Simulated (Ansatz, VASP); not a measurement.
# Two plane-wave programs on ScCuC4N4

INCAR

```
  ALGO = Normal
  EDIFF = 1E-7
  ENCUT = 520
  GGA = PE
  ISIF = 2
  ISMEAR = 0
  ISPIN = 2
  LASPH = True
  LCHARG = False
  LMAXMIX = 4
  LORBIT = 11
  LREAL = False
  LWAVE = False
  MAGMOM = 0 1 0 0 0 0 0 0 0 0
  NBANDS = 44
  NELM = 150
  PREC = Accurate
  SIGMA = 0.1
```

Contents of KPOINTS:

```
k-points
0
Gamma
  4 4 4
```

File POSCAR:

```
ScCuC4N4
1.0
    6.0125257000      0.0000000000      0.0000000000
    0.0000000000      6.0125257000      0.0000000000
    0.0000000000      0.0000000000      6.0125257000
Sc Cu C N
1 1 4 4
Direct
    0.5000000000      0.5000000000      0.5000000000
    0.0000000000      0.0000000000      0.0000000000
    0.1840791200      0.1840791200      0.1840791200
    0.1840791200      0.8159208800      0.8159208800
    0.8159208800      0.1840791200      0.8159208800
    0.8159208800      0.8159208800      0.1840791200
    0.2964278900      0.2964278900      0.2964278900
    0.2964278900      0.7035721100      0.7035721100
    0.7035721100      0.2964278900      0.7035721100
    0.7035721100      0.7035721100      0.2964278900
```

Input for Ansatz:

```yaml
crystal:
  lattice:
    - [6.0125257, 0.0, 0.0]
    - [0.0, 6.0125257, 0.0]
    - [0.0, 0.0, 6.0125257]
  atoms:
    - { symbol: Sc, position: [0.5, 0.5, 0.5] }
    - { symbol: Cu, position: [0.0, 0.0, 0.0], spin: 1.0 }
    - { symbol: C, position: [0.18407912, 0.18407912, 0.18407912] }
    - { symbol: C, position: [0.18407912, 0.81592088, 0.81592088] }
    - { symbol: C, position: [0.81592088, 0.18407912, 0.81592088] }
    - { symbol: C, position: [0.81592088, 0.81592088, 0.18407912] }
    - { symbol: "N", position: [0.29642789, 0.29642789, 0.29642789] }
    - { symbol: "N", position: [0.29642789, 0.70357211, 0.70357211] }
    - { symbol: "N", position: [0.70357211, 0.29642789, 0.70357211] }
    - { symbol: "N", position: [0.70357211, 0.70357211, 0.29642789] }
basis:
  ecutwfc: 420
kpoints:
  mp_grid: { grid: [4, 4, 4] }
hamiltonian:
  xc: pbe
scf:
  occupations: { method: gaussian, width: 0.1 }
  lower_state_search: "off"
output:
  forces: true
  stress: true
  eigenvalues: true
  populations: true
magnetization:
  spin_polarized: true
```

Alike in both runs: task single point; functional PBE; k mesh 4 × 4 × 4; occupations gaussian, width 0.1 eV; collinear spin.

|  | VASP | Ansatz |
| --- | --- | --- |
| version | VASP 6.6.1 | Ansatz 0.2.0 |
| potentials or method | VASP PAW PBE potentials, release 64 (Sc_sv, Cu, C, N), cutoff 520 eV | scalar-relativistic, plane waves, PAW |
| valence electrons in the cell | 58 | 66 |

Ansatz gave:

| Quantity | Value |
| --- | --- |
| gap on the k mesh at the Fermi level (eV) | 2.42 |
| least direct gap on the mesh (eV) | 2.44 |
| pressure (GPa) | 0.0 |
| rms of the force components (eV/Å) | 0.638 |
| net moment per atom (μB) | 0.00 |

Question: What did VASP give for the same quantities?

Answer: gap on the k mesh at the Fermi level (eV): 2.42; least direct gap on the mesh (eV): 2.44; pressure (GPa): 0.6; rms of the force components (eV/Å): 0.808; net moment per atom (μB): 0.00.

Atom by atom the forces differ by 0.173 eV/Å (rms over components). VASP's potentials hold 58 valence electrons a cell and Ansatz's 66, so a difference there can come from the potentials and not from the codes. Ansatz's warnings: seeded moment not kept.

Noted on VASP's run: the standard files for N, O and F lose accuracy on very short bonds.
